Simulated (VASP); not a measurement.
# Si24SbC23 (a cell with a defect) (Moissanite 6H) in VASP: electric field gradients with PBE

Aim: the electric field gradients of Si24SbC23 (a cell with a defect) (Moissanite 6H) with PBE.

Program: VASP 6.6.1. These are calculated values, not measurements. Logs are shortened: lines on timing, memory, paths and dates and some standing lists are left out, and cuts for length are marked.

## (1) The cell of the first run

The cell holds a defect, 48 atoms: a = 6.190 Å, b = 6.190 Å, c = 15.170 Å, α = 90.00°, β = 90.00°, γ = 120.00°.

## (2) Electric field gradients, PBE

Input file INCAR:

```
ALGO = Normal ; EDIFF = 1E-8
ENCUT = 520 ; GGA = PE
ISIF = 2 ; ISMEAR = -1
LASPH = True ; LCHARG = False
LEFG = True ; LREAL = Auto
LWAVE = False ; NBANDS = 126
NELECT = 192.0 ; NELM = 100
PREC = Accurate ; SIGMA = 0.01
```

Input file KPOINTS:

```
k-points
0
Gamma
  4 4 2
```

Input file POSCAR:

```
Si24SbC23
1.0
    6.1900000000      0.0000000000      0.0000000000
   -3.0950000000      5.3606972494      0.0000000000
    0.0000000000      0.0000000000     15.1700000000
Si C Sb
24 23 1
Direct
    0.0000000000      0.0000000000      0.1250000000
    0.0000000000      0.5000000000      0.1250000000
    0.5000000000      0.0000000000      0.1250000000
    0.5000000000      0.5000000000      0.1250000000
    0.0000000000      0.0000000000      0.6250000000
    0.0000000000      0.5000000000      0.6250000000
    0.5000000000      0.0000000000      0.6250000000
    0.5000000000      0.5000000000      0.6250000000
    0.1666666666      0.3333333334      0.2917000000
    0.1666666666      0.8333333334      0.2917000000
    0.6666666666      0.3333333334      0.2917000000
    0.6666666666      0.8333333334      0.2917000000
    0.3333333334      0.1666666666      0.7917000000
    0.3333333334      0.6666666666      0.7917000000
    0.8333333334      0.1666666666      0.7917000000
    0.8333333334      0.6666666666      0.7917000000
    0.1666666666      0.3333333334      0.9583000000
    0.1666666666      0.8333333334      0.9583000000
    0.6666666666      0.3333333334      0.9583000000
    0.6666666666      0.8333333334      0.9583000000
    0.3333333334      0.1666666666      0.4583000000
    0.3333333334      0.6666666666      0.4583000000
    0.8333333334      0.1666666666      0.4583000000
    0.8333333334      0.6666666666      0.4583000000
    0.0000000000      0.0000000000      0.0000000000
    0.0000000000      0.5000000000      0.0000000000
    0.5000000000      0.0000000000      0.0000000000
    0.5000000000      0.5000000000      0.0000000000
    0.0000000000      0.0000000000      0.5000000000
    0.0000000000      0.5000000000      0.5000000000
    0.5000000000      0.0000000000      0.5000000000
    0.5000000000      0.5000000000      0.5000000000
    0.1666666666      0.3333333334      0.1667000000
    0.1666666666      0.8333333334      0.1667000000
    0.6666666666      0.3333333334      0.1667000000
    0.6666666666      0.8333333334      0.1667000000
    0.3333333334      0.1666666666      0.6667000000
    0.3333333334      0.6666666666      0.6667000000
    0.8333333334      0.1666666666      0.6667000000
    0.8333333334      0.6666666666      0.6667000000
    0.1666666666      0.8333333334      0.8333000000
    0.6666666666      0.3333333334      0.8333000000
    0.6666666666      0.8333333334      0.8333000000
    0.3333333334      0.1666666666      0.3333000000
    0.3333333334      0.6666666666      0.3333000000
    0.8333333334      0.1666666666      0.3333000000
    0.8333333334      0.6666666666      0.3333000000
    0.1666666666      0.3333333334      0.8333000000
```

Potentials or basis: VASP PAW PBE potentials, release 64 (Si, C, Sb).

Command:

```sh
cat potpaw_PBE.64/Si/POTCAR potpaw_PBE.64/C/POTCAR potpaw_PBE.64/Sb/POTCAR > POTCAR
mpirun -np 1 vasp_std > vasp.out
```

OUTCAR:

```text
EDIFF = 1E-8
   ENCUT = 520
   GGA = PE
   ISIF = 2
   ISMEAR = -1
   LASPH = True
   LREAL = Auto
   NELECT = 192.0
   NELM = 100
   PREC = Accurate

 ion  position               nearest neighbor table
   1  0.000  0.000  0.125-  34 1.90  33 1.90  36 1.90  25 1.90   2 3.09   4 3.09   2 3.09   4 3.09
                             3 3.10   3 3.10  18 3.10  10 3.10   9 3.10  17 3.10  20 3.10  12 3.10
   2  0.000  0.500  0.125-  33 1.90  34 1.90  35 1.90  26 1.90   1 3.09   3 3.09   1 3.09   3 3.09
                             4 3.10   4 3.10  17 3.10   9 3.10  18 3.10  10 3.10  19 3.10  11 3.10
   3  0.500  0.000  0.125-  36 1.90  35 1.90  34 1.90  27 1.90   2 3.09   4 3.09   4 3.09   2 3.09
                             1 3.10   1 3.10  20 3.10  12 3.10  11 3.10  19 3.10  18 3.10  10 3.10
   4  0.500  0.500  0.125-  35 1.90  36 1.90  33 1.90  28 1.90   1 3.09   3 3.09   3 3.09   1 3.09
                             2 3.10   2 3.10  19 3.10  11 3.10  20 3.10  12 3.10  17 3.10   9 3.10
   5  0.000  0.000  0.625-  39 1.90  40 1.90  37 1.90  29 1.90   6 3.09   8 3.09   6 3.09   8 3.09
                             7 3.10   7 3.10  23 3.10  15 3.10  24 3.10  16 3.10  21 3.10  13 3.10
   6  0.000  0.500  0.625-  40 1.90  39 1.90  38 1.90  30 1.90   5 3.09   7 3.09   5 3.09   7 3.09
                             8 3.10   8 3.10  24 3.10  16 3.10  15 3.10  23 3.10  22 3.10  14 3.10
   7  0.500  0.000  0.625-  37 1.90  38 1.90  39 1.90  31 1.90   6 3.09   8 3.09   8 3.09   6 3.09
                             5 3.10   5 3.10  21 3.10  13 3.10  22 3.10  14 3.10  23 3.10  15 3.10
   8  0.500  0.500  0.625-  38 1.90  37 1.90  40 1.90  32 1.90   5 3.09   7 3.09   7 3.09   5 3.09
                             6 3.10   6 3.10  22 3.10  14 3.10  13 3.10  21 3.10  24 3.10  16 3.10
   9  0.167  0.333  0.292-  45 1.90  46 1.90  44 1.90  33 1.90  10 3.09  12 3.09  10 3.09  12 3.09
[... 53 lines left out ...]
  47  0.833  0.667  0.333-  11 1.90  10 1.90  12 1.90  24 1.90
  48  0.167  0.333  0.833-  14 1.90  15 1.90  13 1.90  17 1.90

  LATTYP: Found a hexagonal cell.
 ALAT       =     6.1900000000
 C/A-ratio  =     2.4507269790

  Lattice vectors:

 A1 = (   6.1900000000,   0.0000000000,   0.0000000000)
 A2 = (  -3.0950000000,   5.3606972494,   0.0000000000)
 A3 = (   0.0000000000,   0.0000000000,  15.1700000000)

Analysis of symmetry for initial positions (statically):
=====================================================================
 Subroutine PRICEL returns:
 Original cell was already a primitive cell.

 Routine SETGRP: Setting up the symmetry group for a
 hexagonal supercell.

 Subroutine GETGRP returns: Found  6 space group operations
 (whereof  2 operations were pure point group operations)
 out of a pool of 24 trial point group operations.

The static configuration has the point symmetry C_1h.
 The point group associated with its full space group is C_3v.

Analysis of symmetry for dynamics (positions and initial velocities):
=====================================================================
 Subroutine PRICEL returns:
 Original cell was already a primitive cell.

 Routine SETGRP: Setting up the symmetry group for a
 hexagonal supercell.

 Subroutine GETGRP returns: Found  6 space group operations
 (whereof  2 operations were pure point group operations)
 out of a pool of 24 trial point group operations.

The dynamic configuration has the point symmetry C_1h.
 The point group associated with its full space group is C_3v.

 Subroutine INISYM returns: Found  6 space group operations
 (whereof  2 operations are pure point group operations),
 and found     1 'primitive' translations

----------------------------------------------------------------------------------------

                                     Primitive cell

  volume of cell :     503.3818

  direct lattice vectors                    reciprocal lattice vectors
     6.190000000  0.000000000  0.000000000     0.161550889  0.093271449  0.000000000
    -3.095000000  5.360697249  0.000000000     0.000000000  0.186542898  0.000000000
     0.000000000  0.000000000 15.170000000     0.000000000  0.000000000  0.065919578

  length of vectors
     6.190000000  6.190000000 15.170000000     0.186542898  0.186542898  0.065919578

  position of ions in fractional coordinates (direct lattice)
     0.000000000  0.000000000  0.125000000
     0.000000000  0.500000000  0.125000000
     0.500000000  0.000000000  0.125000000
     0.500000000  0.500000000  0.125000000
     0.000000000  0.000000000  0.625000000
[... 161 lines left out ...]
   NUPDOWN=      -1.0000    fix difference up-down
   EMIN   =  10.00;   EMAX   =-10.00  energy-range for DOS
   EFERMI =   0.00;   METHOD = LEGACY
   ISMEAR =    -1;   SIGMA  =   0.01  broadening in eV -4-tet -1-fermi 0-gaus
   EFERMI_NEDOS =   21; number of points for ismear=-14 and -15
   IALGO  =     38    algorithm
   IMIX   =      4    mixing-type and parameters
     AMIX     =   0.40;   BMIX     =  1.00
     AMIX_MAG =   1.60;   BMIX_MAG =  1.00
  volume/ion in A,a.u.               =      10.49        70.77
  Fermi-wavevector in a.u.,A,eV,Ry     =   1.187252  2.243580 19.178312  1.409566
  Thomas-Fermi vector in A             =   2.323407
   LORBIT       =      0    0 simple, 1 ext, 2 COOP (PROOUT), +10 PAW based schemes
   GGA     = PE    functional components
[... 5 lines left out ...]
 non-spin polarized calculation
  energy-cutoff  :      520.00
  volume of cell :      503.38
 maximum number of plane-waves:     13665
 NGX is ok and might be reduce to    48
   NGX = 23   NGY = 23   NGZ = 57

 number of electron     192.0000009 magnetization

 Free energy of the ion-electron system (eV)
  ---------------------------------------------------
  ext. energy  EPLUGINS =         0.00000000
  ---------------------------------------------------
  free energy    TOTEN  =      -344.02315928 eV

  energy without entropy =     -344.02315928  energy(sigma->0) =     -344.02315928

 E-fermi :   8.9969     XC(G=0): -11.3683

 val. band max:        8.7224671595   @ k =   0.0000   0.0000   0.0000
 cond. band min:       9.4664718932   @ k =   0.0000   0.0000   0.5000
 fundamental gap:      0.7440047337
 Fermi energy:         8.9968761611

 k-point     1 :       0.0000    0.0000    0.0000
  band No.  band energies     occupation
      1      -8.2088      2.00000
      2      -6.3838      2.00000
      3      -6.3160      2.00000
      4      -5.2062      2.00000
      5      -4.8198      2.00000
      6      -4.4672      2.00000
[... 877 lines left out ...]
    107      13.1339      0.00000
    108      13.3988      0.00000
 [bands above 108 left out]

------------------------ aborting loop because EDIFF is reached ----------------------------------------

  FORCE on cell =-STRESS in cart. coord.  units (eV):
  Direction    XX          YY          ZZ          XY          YZ          ZX
  --------------------------------------------------------------------------------------
  -------------------------------------------------------------------------------------
  Total       44.7964588     44.7964588     46.3673409      0.0000000      0.0000000      0.0000000
  in kB      142.5793910    142.5793910    147.5792376      0.0000000      0.0000000      0.0000000
  external PRESSURE =     144.2460065 kB  Pullay stress =       0.0000000 kB

 VOLUME and BASIS-vectors are now :
 -----------------------------------------------------------------------------
  energy-cutoff  :      520.00
  volume of cell :      503.38
      direct lattice vectors                 reciprocal lattice vectors
     6.190000000  0.000000000  0.000000000     0.161550889  0.093271449  0.000000000
    -3.095000000  5.360697249  0.000000000     0.000000000  0.186542898  0.000000000
     0.000000000  0.000000000 15.170000000     0.000000000  0.000000000  0.065919578

 POSITION                                       TOTAL-FORCE (eV/Angst)
 -----------------------------------------------------------------------------------
      0.00000      0.00000      1.89625         0.000000      0.033146      0.612390
     -1.54750      2.68035      1.89625         0.028705     -0.016573      0.612390
      3.09500      0.00000      1.89625         0.000000     -0.000000      0.456963
      1.54750      2.68035      1.89625        -0.028705     -0.016573      0.612390
      0.00000      0.00000      9.48125         0.000000     -0.206187     -0.581246
     -1.54750      2.68035      9.48125        -0.178563      0.103094     -0.581246
[... 40 lines left out ...]
      3.09500      3.57380      5.05616         0.000000     -0.000000     -0.047397
     -0.00000      1.78690     12.64116         0.000000     -0.000000      0.134334
 -----------------------------------------------------------------------------------
    total drift:                               -0.000001      0.000000      0.004744

  FREE ENERGIE OF THE ION-ELECTRON SYSTEM (eV)
  ---------------------------------------------------
  free  energy   TOTEN  =      -344.0231592765 eV

  energy  without entropy=     -344.0231592765  energy(sigma->0) =     -344.02315928

 Electric field gradients (V/A^2)
---------------------------------------------------------------------
 ion       V_xx      V_yy      V_zz      V_xy      V_xz      V_yz
---------------------------------------------------------------------
   1      -3.590    -3.683     7.272    -0.000     0.000    -0.284
   2      -3.659    -3.613     7.272     0.040    -0.246     0.142
   3      -2.272    -2.272     4.544    -0.000     0.000    -0.000
   4      -3.659    -3.613     7.272    -0.040     0.246     0.142
   5       5.778     3.210    -8.988    -0.000    -0.000     0.555
   6       3.852     5.136    -8.988     1.112     0.480    -0.277
[... 40 lines left out ...]
  47      -0.651    -0.652     1.303    -0.000     0.000    -0.000
  48      11.085    11.086   -22.171     0.000    -0.000     0.000
---------------------------------------------------------------------

 Electric field gradients after diagonalization (V/A^2)
 (convention: |V_zz| > |V_xx| > |V_yy|)
----------------------------------------------------------------------
 ion       V_xx      V_yy      V_zz     asymmetry (V_yy - V_xx)/ V_zz
----------------------------------------------------------------------
   1      -3.690    -3.590     7.280       0.014
   2      -3.690    -3.590     7.280       0.014
   3      -2.272    -2.272     4.544       0.000
   4      -3.690    -3.590     7.280       0.014
   5       5.778     3.235    -9.014       0.282
   6       5.778     3.236    -9.014       0.282
[... 40 lines left out ...]
  47      -0.652    -0.651     1.303       0.000
  48      11.086    11.085   -22.171       0.000
----------------------------------------------------------------------

           NMR quadrupolar parameters

 Cq : quadrupolar parameter    Cq=e*Q*V_zz/h
 eta: asymmetry parameters     (V_yy - V_xx)/ V_zz
 Q  : nuclear electric quadrupole moment in mb (millibarn)
----------------------------------------------------------------------
 ion       Cq(MHz)       eta       Q (mb)
----------------------------------------------------------------------
   1       0.018       0.014       1.000
   2       0.018       0.014       1.000
   3       0.011       0.000       1.000
   4       0.018       0.014       1.000
   5      -0.022       0.282       1.000
   6      -0.022       0.282       1.000
[... 40 lines left out ...]
  47       0.003       0.000       1.000
  48      -0.054       0.000       1.000
----------------------------------------------------------------------
```

Wall time 30 min (1 thread of AMD EPYC 7R43 (Zen 3), shared host); peak memory 0.72 GiB.

What came out:

```
Free energy   : -344.0232 eV
Largest force : 21.996 eV/Å
```

Forces in eV/Å, atoms in the order of the input:
```
Si    0.000   0.033   0.612
Si    0.029  -0.017   0.612
Si    0.000   0.000   0.457
Si   -0.029  -0.017   0.612
Si    0.000  -0.206  -0.581
Si   -0.179   0.103  -0.581
Si    0.000   0.000  -0.405
Si    0.179   0.103  -0.581
Si    0.000   0.000   0.219
Si   -0.012  -0.007   0.221
Si    0.000   0.013   0.221
Si    0.012  -0.007   0.221
Si   17.721 -10.231  -7.600
Si    0.000  20.463  -7.600
Si  -17.721 -10.231  -7.600
Si    0.000   0.000  -0.617
Si    0.000   0.000  21.996
Si    0.129   0.074   0.644
Si    0.000  -0.148   0.644
Si   -0.129   0.074   0.644
Si   -0.025   0.015  -0.109
Si    0.000  -0.029  -0.109
Si    0.025   0.015  -0.109
Si    0.000   0.000  -0.086
C     0.000  -0.041  -0.584
C    -0.036   0.021  -0.584
C     0.000   0.000  -0.532
C     0.036   0.021  -0.584
C     0.000   0.025   0.126
C     0.021  -0.012   0.126
C     0.000   0.000   0.171
C    -0.021  -0.012   0.126
C     0.000   0.000  -0.347
C    -0.008  -0.005  -0.357
C     0.000   0.009  -0.357
C     0.008  -0.005  -0.357
C    -0.044   0.025   0.428
C     0.000  -0.051   0.428
C     0.044   0.025   0.428
C     0.000   0.000   0.464
C    -0.072  -0.042   0.130
C     0.000   0.083   0.130
C     0.072  -0.042   0.130
C     0.006  -0.003  -0.065
C     0.000   0.007  -0.065
C    -0.006  -0.003  -0.065
C     0.000   0.000  -0.047
Sb    0.000   0.000   0.134
```

Electric field gradients, principal values (V/Å²):
| atom | least | middle | greatest (by size) |
| --- | --- | --- | --- |
| 1 Si | -3.590 | -3.690 | 7.280 |
| 2 Si | -3.590 | -3.690 | 7.280 |
| 3 Si | -2.272 | -2.272 | 4.544 |
| 4 Si | -3.590 | -3.690 | 7.280 |
| 5 Si | 3.235 | 5.778 | -9.014 |
| 6 Si | 3.236 | 5.778 | -9.014 |
| 7 Si | 4.697 | 4.697 | -9.394 |
| 8 Si | 3.235 | 5.778 | -9.014 |
| 9 Si | -2.196 | -2.196 | 4.392 |
| 10 Si | -2.264 | -2.302 | 4.566 |
| 11 Si | -2.264 | -2.302 | 4.566 |
| 12 Si | -2.264 | -2.302 | 4.566 |
| 13 Si | 17.845 | 24.711 | -42.555 |
| 14 Si | 17.845 | 24.711 | -42.556 |
| 15 Si | 17.845 | 24.711 | -42.556 |
| 16 Si | 2.621 | 2.622 | -5.243 |
| 17 Si | 18.797 | 18.798 | -37.595 |
| 18 Si | -3.093 | -4.286 | 7.379 |
| 19 Si | -3.093 | -4.286 | 7.379 |
| 20 Si | -3.093 | -4.286 | 7.379 |
| 21 Si | 0.119 | 0.446 | -0.565 |
| 22 Si | 0.119 | 0.446 | -0.565 |
| 23 Si | 0.119 | 0.446 | -0.565 |
| 24 Si | 0.332 | 0.332 | -0.663 |
| 25 C | -1.015 | -1.974 | 2.989 |
| 26 C | -1.016 | -1.974 | 2.990 |
| 27 C | 0.158 | 0.159 | -0.317 |
| 28 C | -1.015 | -1.974 | 2.989 |
| 29 C | -1.931 | -2.177 | 4.109 |
| 30 C | -1.932 | -2.177 | 4.109 |
| 31 C | -2.186 | -2.186 | 4.372 |
| 32 C | -1.931 | -2.177 | 4.109 |
| 33 C | -0.194 | -0.194 | 0.388 |
| 34 C | -0.088 | -0.611 | 0.700 |
| 35 C | -0.088 | -0.611 | 0.700 |
| 36 C | -0.089 | -0.611 | 0.700 |
| 37 C | -1.809 | -2.508 | 4.317 |
| 38 C | -1.808 | -2.508 | 4.317 |
| 39 C | -1.808 | -2.508 | 4.317 |
| 40 C | -0.736 | -0.737 | 1.473 |
| 41 C | -0.984 | -3.951 | 4.935 |
| 42 C | -0.984 | -3.951 | 4.935 |
| 43 C | -0.983 | -3.951 | 4.934 |
| 44 C | -0.672 | -0.681 | 1.354 |
| 45 C | -0.672 | -0.682 | 1.354 |
| 46 C | -0.672 | -0.682 | 1.354 |
| 47 C | -0.651 | -0.652 | 1.303 |
| 48 Sb | 11.085 | 11.086 | -22.171 |

Caveat: the cell carries a net charge on a neutralising background, which shifts energy and pressure; the cell is charged against a uniform background, so pressure and absolute levels hang on convention; without QUAD_EFG the Cq values of the log hold for a quadrupole moment of 1 mb, not for the nuclei; spin-orbit coupling is left out, which moves the levels of the heavy elements.
